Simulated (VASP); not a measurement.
# HoAuCl4 (F-43m) in VASP: a series of runs, part 2 of 2

VASP 6.6.1. The steps go on from the part before.

**5. Relaxation of cell and atoms, PBE**

This run uses another cell than the first one, of 26.70 Å³/atom.

Input file INCAR:

```
PREC = Accurate
ENCUT = 500
EDIFF = 1E-7
ISMEAR = 0
SIGMA = 0.1
LREAL = False
LASPH = True
NELM = 200
ALGO = Normal
ISIF = 3
LWAVE = False
LCHARG = False
GGA = PE
IBRION = 2
NSW = 90
EDIFFG = -0.04
GGA_COMPAT = False
NELMIN = 4
LMAXMIX = 6
```

Input file KPOINTS:

```
Automatic mesh
0
Gamma
  4 4 4
```

Input file POSCAR:

```
HoAuCl4
1.0
    0.0000000000      4.3104372700      4.3104372700
    4.3104372700      0.0000000000      4.3104372700
    4.3104372700      4.3104372700      0.0000000000
Ho Au Cl
1 1 4
Direct
    0.7500000000      0.7500000000      0.7500000000
    0.0000000000      0.0000000000      0.0000000000
    0.8749721900      0.3750092700      0.3750092700
    0.3750092700      0.3750092700      0.3750092700
    0.3750092700      0.8749721900      0.3750092700
    0.3750092700      0.3750092700      0.8749721900
```

On the command line:

```bash
$ cat potpaw_PBE.64/Ho_3/POTCAR potpaw_PBE.64/Au/POTCAR potpaw_PBE.64/Cl/POTCAR > POTCAR
$ mpirun -np 1 vasp_std > vasp.out
```

Run time: 2 min. Hardware: 1 thread of Intel Xeon 6975P-C (Granite Rapids), shared host; peak memory 0.35 GiB.

The run converged. Its results:

```
Free energy                           : -15.7165 eV
Relaxed volume                        : 22.10 Å³/atom
Relaxed cell                          : a = 5.724 Å, b = 5.724 Å, c = 5.724 Å, α = 60.00°, β = 60.00°, γ = 60.00°
Space group after relaxing (to 0.1 Å) : F-43m (No. 216)
Energy gained by relaxing             : 100.8 meV/atom
Ionic steps                           : 3
Pressure after relaxing               : -0.2 GPa
Band gap on the k mesh                : zero (bands 24 and 25 overlap by 0.25 eV)
```

Step by step:
```tsv
step	energy change (eV)	largest force (eV/Å)	pressure (GPa)	volume (Å³)
1	0.0000	0.0282	-5.74	160.17
2	-0.5560	0.0062	-2.13	139.02
3	-0.6047	0.0004	-0.21	132.58
```

Final structure:
```xyz
6
Lattice="0.0000 4.0472 4.0472 4.0472 0.0000 4.0472 4.0472 4.0472 0.0000" Properties=species:S:1:pos:R:3 pbc="T T T"
Ho    6.0707    6.0707    6.0707
Au    0.0000    0.0000    0.0000
Cl    3.0364    5.0579    5.0579
Cl    3.0364    3.0364    3.0364
Cl    5.0579    3.0364    5.0579
Cl    5.0579    5.0579    3.0364
```

Levels at points of the mesh, in eV from the Fermi level:
| k point | band 20 | band 21 | band 22 | band 23 | band 24 | band 25 | band 26 | band 27 |
| --- | --- | --- | --- | --- | --- | --- | --- | --- |
| (0.00, 0.00, 0.00) | -0.71 | -0.71 | -0.71 | 0.23 | 0.23 | 0.23 | 2.29 | 2.29 |
| (0.50, 0.00, 0.00) | -1.61 | -1.61 | -0.69 | -0.45 | 0.10 | 0.10 | 2.35 | 2.42 |
| (0.50, 0.50, 0.00) | -2.04 | -1.95 | -1.26 | -0.06 | -0.06 | 0.38 | 1.93 | 2.18 |

Caveat: the volume moved by over 15 % at a fixed basis, so the end points are rough; spin-orbit coupling is left out, which moves the levels of the heavy elements; the 4f electrons are frozen in the core, so they carry no moment and show no levels; the run has no spin polarisation, though such a crystal can be magnetic. With open d or f shells a metallic result of PBE can be an artefact of self-interaction; +U or a hybrid may open a gap.

**6. Single point, PBE, collinear spin**

Input file INCAR:

```
SYSTEM = HoAuCl4
ALGO = Normal ; EDIFF = 1E-6
ENCUT = 500 ; GGA = PE
GGA_COMPAT = .False. ; ISIF = 2
ISMEAR = 0 ; ISPIN = 2
LASPH = .True. ; LCHARG = .False.
LMAXMIX = 6 ; LORBIT = 11
LREAL = .False. ; LWAVE = .False.
MAGMOM = 0 1 0 0 0 0 ; NBANDS = 37
NELM = 200 ; PREC = Accurate
SIGMA = 0.1
```

Input file KPOINTS:

```
k-points
0
Gamma
  4 4 4
  0 0 0
```

Input file POSCAR:

```
HoAuCl4
1.0
    0.0000000000      4.0436383432      4.0436383432
    4.0436383432      0.0000000000      4.0436383432
    4.0436383432      4.0436383432      0.0000000000
Ho Au Cl
1 1 4
Direct
    0.2500000000      0.2500000000      0.2500000000
    0.0000000000      0.0000000000      0.0000000000
    0.6248892689      0.6248892689      0.1253321932
    0.6248892689      0.1253321932      0.6248892689
    0.1253321932      0.6248892689      0.6248892689
    0.6248892689      0.6248892689      0.6248892689
```

Potentials or basis: VASP PAW PBE potentials, release 64 (Ho_3, Au, Cl), 4f in core.

On the command line:

```bash
$ cat potpaw_PBE.64/Ho_3/POTCAR potpaw_PBE.64/Au/POTCAR potpaw_PBE.64/Cl/POTCAR > POTCAR
$ mpirun -np 1 vasp_std > vasp.out
```

OUTCAR:

```text
SYSTEM = HoAuCl4
   EDIFF = 1E-6
   ENCUT = 500
   GGA = PE
   ISIF = 2
   ISMEAR = 0
   ISPIN = 2
   LASPH = .True.
   LORBIT = 11
   LREAL = .False.
   NELM = 200
   PREC = Accurate

 ion  position               nearest neighbor table
   1  0.250  0.250  0.250-   2 3.50   2 3.50   2 3.50   2 3.50
   2  0.000  0.000  0.000-   1 3.50   1 3.50   1 3.50   1 3.50
   3  0.625  0.625  0.125-
   4  0.625  0.125  0.625-
   5  0.125  0.625  0.625-
   6  0.625  0.625  0.625-

  LATTYP: Found a face centered cubic cell.
 ALAT       =     8.0872766864

  Lattice vectors:

 A1 = (   0.0000000000,   4.0436383432,   4.0436383432)
 A2 = (   4.0436383432,   0.0000000000,   4.0436383432)
 A3 = (   4.0436383432,   4.0436383432,   0.0000000000)

Analysis of symmetry for initial positions (statically):
=====================================================================
 Subroutine PRICEL returns:
 Original cell was already a primitive cell.

 Routine SETGRP: Setting up the symmetry group for a
 face centered cubic supercell.

 Subroutine GETGRP returns: Found 24 space group operations
 (whereof 24 operations were pure point group operations)
 out of a pool of 48 trial point group operations.

The static configuration has the point symmetry T_d .

Analysis of symmetry for dynamics (positions and initial velocities):
=====================================================================
 Subroutine PRICEL returns:
 Original cell was already a primitive cell.

 Routine SETGRP: Setting up the symmetry group for a
 face centered cubic supercell.

 Subroutine GETGRP returns: Found 24 space group operations
 (whereof 24 operations were pure point group operations)
 out of a pool of 48 trial point group operations.

The dynamic configuration has the point symmetry T_d .

Analysis of structural, dynamic, and magnetic symmetry:
=====================================================================
 Subroutine PRICEL returns:
 Original cell was already a primitive cell.

 Routine SETGRP: Setting up the symmetry group for a
 face centered cubic supercell.

 Subroutine GETGRP returns: Found 24 space group operations
 (whereof 24 operations were pure point group operations)
 out of a pool of 48 trial point group operations.

The overall configuration has the point symmetry T_d .

 Subroutine INISYM returns: Found 24 space group operations
 (whereof 24 operations are pure point group operations),
 and found     1 'primitive' translations

----------------------------------------------------------------------------------------

                                     Primitive cell

  volume of cell :     132.2352

  direct lattice vectors                    reciprocal lattice vectors
     0.000000000  4.043638343  4.043638343    -0.123651019  0.123651019  0.123651019
     4.043638343  0.000000000  4.043638343     0.123651019 -0.123651019  0.123651019
     4.043638343  4.043638343  0.000000000     0.123651019  0.123651019 -0.123651019

  length of vectors
     5.718568186  5.718568186  5.718568186     0.214169847  0.214169847  0.214169847

  position of ions in fractional coordinates (direct lattice)
     0.250000000  0.250000000  0.250000000
     0.000000000  0.000000000  0.000000000
     0.624889269  0.624889269  0.125332193
     0.624889269  0.125332193  0.624889269
[... 72 lines left out ...]
   ISIF   =      2    stress and relaxation
   ISYM   =      2    0-nonsym 1-usesym 2-fastsym
   POTIM  = 0.5000    time-step for ionic-motion
   TEBEG  =    0.0;   TEEND  =   0.0 temperature during run
   PSTRESS=    0.0 pullay stress
   NELECT =      48.0000    total number of electrons
   NUPDOWN=      -1.0000    fix difference up-down
   EMIN   =  10.00;   EMAX   =-10.00  energy-range for DOS
   EFERMI =   0.00;   METHOD = LEGACY
   ISMEAR =     0;   SIGMA  =   0.10  broadening in eV -4-tet -1-fermi 0-gaus
   EFERMI_NEDOS =   21; number of points for ismear=-14 and -15
   IALGO  =     38    algorithm
   IMIX   =      4    mixing-type and parameters
     AMIX     =   0.40;   BMIX     =  1.00
     AMIX_MAG =   1.60;   BMIX_MAG =  1.00
  volume/ion in A,a.u.               =      22.04       148.73
  Fermi-wavevector in a.u.,A,eV,Ry     =   1.167812  2.206845 18.555420  1.363785
  Thomas-Fermi vector in A             =   2.304307
   LORBIT       =     11    0 simple, 1 ext, 2 COOP (PROOUT), +10 PAW based schemes
   GGA     = PE    functional components
   LHFCALC =     F    Hartree Fock is set to
   AEXX    =    0.0000 exact exchange contribution
   IVDW    =     0    specifies the selected vdW correction
   LEPSILON=     F    determine dielectric tensor
   LRPA    =     F    only Hartree local field effects (RPA)
 spin polarized calculation
 Gauss-broadening in eV      SIGMA  =   0.10
  energy-cutoff  :      500.00
  volume of cell :      132.24
 maximum number of plane-waves:      3383
 NGX is ok and might be reduce to    42
   NGX = 21   NGY = 21   NGZ = 21

 number of electron      47.9999995 magnetization       1.2525255

 Free energy of the ion-electron system (eV)
  ---------------------------------------------------
  ext. energy  EPLUGINS =         0.00000000
  ---------------------------------------------------
  free energy    TOTEN  =       -15.74506192 eV

  energy without entropy =      -15.71495733  energy(sigma->0) =      -15.73000962

 E-fermi :   3.8507     XC(G=0): -10.0294

 val. band max:        3.8495850553   @ k =   0.2500   0.0000   0.0000
 cond. band min:       3.8563640546   @ k =   0.5000   0.2500   0.0000
 fundamental gap:      0.0067789993
 Fermi energy:         3.8507332328

 spin component 1

 k-point     1 :       0.0000    0.0000    0.0000
  band No.  band energies     occupation
      1     -21.9109      1.00000
      2     -21.9109      1.00000
      3     -21.9109      1.00000
      4     -12.3932      1.00000
      5     -10.2757      1.00000
      6     -10.2757      1.00000
[... 301 lines left out ...]
     35      12.3065      0.00000
     36      12.7120      0.00000
 Fermi energy:         3.8507332328

 spin component 2

 k-point     1 :       0.0000    0.0000    0.0000
  band No.  band energies     occupation
      1     -21.9015      1.00000
      2     -21.9015      1.00000
      3     -21.9015      1.00000
      4     -12.0936      1.00000
      5      -9.9584      1.00000
      6      -9.9584      1.00000
[... 301 lines left out ...]
     35      12.3706      0.00000
     36      12.7740      0.00000
 [bands above 36 left out]

------------------------ aborting loop because EDIFF is reached ----------------------------------------

  FORCE on cell =-STRESS in cart. coord.  units (eV):
  Direction    XX          YY          ZZ          XY          YZ          ZX
  --------------------------------------------------------------------------------------
  -------------------------------------------------------------------------------------
  Total        0.1360423      0.1360423      0.1360423     -0.0000000     -0.0000000      0.0000000
  in kB        1.6483054      1.6483054      1.6483054     -0.0000000     -0.0000000      0.0000000
  external PRESSURE =       1.6483054 kB  Pullay stress =       0.0000000 kB

 VOLUME and BASIS-vectors are now :
 -----------------------------------------------------------------------------
  energy-cutoff  :      500.00
  volume of cell :      132.24
      direct lattice vectors                 reciprocal lattice vectors
     0.000000000  4.043638343  4.043638343    -0.123651019  0.123651019  0.123651019
     4.043638343  0.000000000  4.043638343     0.123651019 -0.123651019  0.123651019
     4.043638343  4.043638343  0.000000000     0.123651019  0.123651019 -0.123651019

 POSITION                                       TOTAL-FORCE (eV/Angst)
 -----------------------------------------------------------------------------------
      2.02182      2.02182      2.02182         0.000000      0.000000      0.000000
      0.00000      0.00000      0.00000         0.000000      0.000000      0.000000
      3.03362      3.03362      5.05365        -0.035641     -0.035641      0.035641
      3.03362      5.05365      3.03362        -0.035641      0.035641     -0.035641
      5.05365      3.03362      3.03362         0.035641     -0.035641     -0.035641
      5.05365      5.05365      5.05365         0.035641      0.035641      0.035641
 -----------------------------------------------------------------------------------
    total drift:                                0.000001      0.000001      0.000001

  FREE ENERGIE OF THE ION-ELECTRON SYSTEM (eV)
  ---------------------------------------------------
  free  energy   TOTEN  =       -15.7450619184 eV

  energy  without entropy=      -15.7149573309  energy(sigma->0) =      -15.73000962

 total charge

# of ion       s       p       d       tot
------------------------------------------
    1        0.179   6.214   0.601   6.994
    2        0.661   0.062   8.809   9.532
    3        1.633   3.397   0.000   5.030
    4        1.633   3.397   0.000   5.030
    5        1.633   3.397   0.000   5.030
    6        1.633   3.397   0.000   5.030
--------------------------------------------------
tot          7.371  19.865   9.410  36.646

 magnetization (x)

# of ion       s       p       d       tot
------------------------------------------
    1       -0.002   0.000   0.019   0.017
    2        0.036  -0.000   0.002   0.039
    3        0.006   0.242   0.000   0.248
    4        0.006   0.242   0.000   0.248
    5        0.006   0.242   0.000   0.248
    6        0.006   0.242   0.000   0.248
--------------------------------------------------
tot          0.057   0.969   0.021   1.047
```

It took 72 s on 1 thread of Intel Xeon 6975P-C (Granite Rapids), shared host; peak memory 0.33 GiB.

What came out:

| Quantity | Value |
| --- | --- |
| Free energy | -15.7451 eV |
| Pressure | 0.2 GPa |
| Largest force | 0.062 eV/Å |
| Net moment | 1.25 μB per cell |
| Site moments | Ho +0.02; Au +0.04; Cl +0.25 μB |
| Valence electrons inside the program's atomic spheres | Ho 6.99; Au 9.53; Cl 5.03 |

Forces in eV/Å, atoms in the order of the input:
```
Ho   0.000  0.000  0.000
Au   0.000  0.000  0.000
Cl  -0.036 -0.036  0.036
Cl  -0.036  0.036 -0.036
Cl   0.036 -0.036 -0.036
Cl   0.036  0.036  0.036
```

Levels at points of the mesh, in eV from the Fermi level:
Spin up:
```
           k point  band 23  band 24  band 25  band 26  band 27  band 28
(0.00, 0.00, 0.00)     0.07     0.07     0.07     2.28     2.28     2.28
(0.50, 0.00, 0.00)    -0.48    -0.04    -0.04     2.33     2.42     2.42
(0.50, 0.50, 0.00)    -0.19    -0.19     0.34     1.92     2.17     2.17
```
Spin down:
```
           k point  band 19  band 20  band 21  band 22  band 23  band 24  band 25  band 26  band 27  band 28
(0.00, 0.00, 0.00)    -1.53    -0.55    -0.55    -0.55     0.57     0.57     0.57     2.33     2.33     2.33
(0.50, 0.00, 0.00)    -1.78    -1.56    -1.56    -0.53    -0.40     0.41     0.41     2.41     2.46     2.46
(0.50, 0.50, 0.00)    -1.98    -1.98    -1.95    -1.20     0.23     0.23     0.45     1.97     2.21     2.21
```

Caveat: the magnetic or orbital state may not be the lowest; spin-orbit coupling is left out, which moves the levels of the heavy elements; the 4f electrons are frozen in the core, so they carry no moment and show no levels.

**7. Overview**

| task | spin | cell | k mesh | gap on the mesh (eV) | pressure (GPa) |
| --- | --- | --- | --- | --- | --- |
| single point | off | a = 5.719 Å, angles 60.0°, 6 atoms | 4 × 4 × 4 | none | -0.2 |
| single point | off | a = 6.096 Å, angles 60.0°, 6 atoms | 4 × 4 × 4 | none | -5.7 |
| single point | off | a = 5.731 Å, angles 60.0°, 6 atoms | 8 × 8 × 8 | none | -0.2 |
| relaxation of cell and atoms | off | relaxed from a = 6.096 Å, angles 60.0°, 6 atoms | 4 × 4 × 4 | none | -0.2 |
| single point | collinear | a = 5.719 Å, angles 60.0°, 6 atoms | 4 × 4 × 4 | none | 0.2 |

Alike in all rows: level PBE; potentials or basis VASP PAW PBE potentials, release 64 (Ho_3, Au, Cl), 4f in core; cutoff (eV) 500; smearing gaussian 0.1 eV.

Caveats: spin-orbit coupling is left out, which moves the levels of the heavy elements; the 4f electrons are frozen in the core, so they carry no moment and show no levels; the cell stands under tension (at least some runs); the volume moved by over 15 % at a fixed basis, so the end points are rough (at least some runs); the magnetic or orbital state may not be the lowest (at least some runs).

Absolute energies hang on the potentials; compare differences alone.
